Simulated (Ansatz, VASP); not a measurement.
## Hf2MgO: VASP beside Ansatz

```xyz
4
Lattice="3.6075 0.0000 0.0000 0.0000 3.6075 0.0000 0.0000 0.0000 5.8182" Properties=species:S:1:pos:R:3 pbc="T T T"
Mg    0.0000    0.0000    0.0000
Hf    1.8038    1.8038    0.0000
Hf    1.8038    1.8038    2.9091
O     0.0000    0.0000    2.9091
```

Alike in both runs: functional PBE; k mesh 14 × 14 × 8; occupations gaussian, width 0.1 eV; no spin polarisation.

Ansatz relaxed the structure, and its values are those at the end. VASP's run is a single point on that final structure, the one shown.

|  | VASP | Ansatz |
| --- | --- | --- |
| version | VASP 6.6.1 | Ansatz 0.2.0 |
| potentials or method | VASP PAW PBE potentials, release 64 (Mg, Hf_pv, O), cutoff 520 eV | scalar-relativistic, plane waves, PAW |
| valence electrons in the cell | 28 | 68 |

Ansatz gave:

```
gap on the k mesh at the Fermi level (eV) : none
pressure (GPa)                            : 0.0
```

**Question.** What did VASP give for the same quantities?

**Answer.** gap on the k mesh at the Fermi level (eV): none; pressure (GPa): -0.3.

A gap of «none» marks a metal or a gap that the smearing closes. The functional is the same, so the differences come from potentials, cutoffs and numerics. VASP's potentials hold 28 valence electrons a cell and Ansatz's 68, so a difference there can come from the potentials and not from the codes.

Neither program's run includes spin-orbit coupling.
